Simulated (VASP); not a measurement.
Set up this calculation in VASP 6.6.1, as the native input.

```
Task                   : single point
Functional             : PBE
Potentials or basis    : VASP PAW PBE potentials, release 64 (Bi_d, Te)
Cutoff                 : 520 eV
k mesh                 : 9 × 9 × 1
Occupations            : gaussian, width 0.05 eV
Spin                   : no spin polarisation
Dipole correction      : no
Further INCAR settings : LREAL = Auto; ALGO = Normal; EDIFF = 1e-06; NBANDS = 85
```

The structure of Bi2Te3 lies in POSCAR:

```
Bi2Te3
1.0
   -4.4465493992      0.0000000000      0.0000000000
   -2.2232746996     -3.8508247389      0.0000000000
   -2.2230523721     -1.2834798855     32.1686732172
Bi Te
6 9
Direct
    0.4787218072      0.4787218072      0.5638909674
    0.9231551406     -0.0768448594      0.2305576341
    0.0342884739      0.0342884739      0.8972243008
    0.4102004161      0.4102004161      0.7694756992
    0.8546337494     -0.1453662506      0.4361423659
    0.2990670828      0.2990670828      0.1028090326
    0.6111111117      0.6111111117      0.1666833333
   -0.2777555550     -0.2777555550      0.8333500000
    0.1666777783      0.1666777783      0.5000166667
    0.5391072059      0.5391072059      0.3827166538
    0.9835405393      0.9835405393      0.0493833205
    0.0946738726      0.0946738726      0.7160499872
    0.3498150174      0.3498150174      0.9506500128
    0.7942483507     -0.2057516493      0.6173166795
    0.2386816841      0.2386816841      0.2839833462
```

One way to write it, as run:

INCAR

```
ALGO = Normal
EDIFF = 1E-6
ENCUT = 520
GGA = PE
ISIF = 2
ISMEAR = 0
LASPH = T
LCHARG = F
LREAL = Auto
LWAVE = F
NBANDS = 85
NELM = 80
PREC = Accurate
SIGMA = 0.05
```

KPOINTS

```
k-points
0
Gamma
  9 9 1
```

Potentials or basis: VASP PAW PBE potentials, release 64 (Bi_d, Te).

Command:

```console
$ cat potpaw_PBE.64/Bi_d/POTCAR potpaw_PBE.64/Te/POTCAR > POTCAR
$ mpirun -np 1 vasp_std > vasp.out
```

Results of the run:

| Quantity | Value |
| --- | --- |
| Pressure | 0.0 GPa |
| Largest force | 0.047 eV/Å |
| Band gap on the k mesh | 0.54 eV |

Caveat: spin-orbit coupling is left out, which moves the levels of the heavy elements; an odd mesh through Γ misses points on the zone boundary, where band edges can lie.

It took 43 min on 1 thread of Oxide Virtual Turin-like Processor (shared host), peak memory 1 GiB.
